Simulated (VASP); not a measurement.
Runs of VASP 6.6.1 on BaHfO3. The typed cell holds 10 atoms: a = 8.322 Å, b = 4.161 Å, c = 4.161 Å, α = 90.00°, β = 90.00°, γ = 90.00°. 

```csv
level,k mesh,gap on the mesh (eV),pressure (GPa),largest force (eV/Å)
PBEsol+D4,"1 × 1 × 1, shifted",4.64,(a),5.16
PBEsol,"1 × 1 × 1, shifted",4.64,1.4,5.16
PBEsol+D3(BJ),"1 × 1 × 1, shifted",4.64,-1.4,5.16
PBEsol,1 × 1 × 1,-,21.0,6.91
```

Alike in all rows: task single point; potentials or basis VASP PAW PBE potentials, release 64 (Ba_sv, Hf_pv, O); no spin polarisation; cell as given; cutoff (eV) 600; smearing fermi-dirac 0.05 eV.

Question: Estimate the missing entries.

Answer: (a) 0.1.

Caveats: all runs use coarse meshes; the PAW data sets were made with another functional, which shifts forces and pressure a little; spin-orbit coupling is left out, which moves the levels of the heavy elements; a shifted mesh leaves out Γ, where band edges can lie (at least some runs).

A k mesh can miss the band edges, and the runs leave out spin-orbit coupling on Ba, Hf.
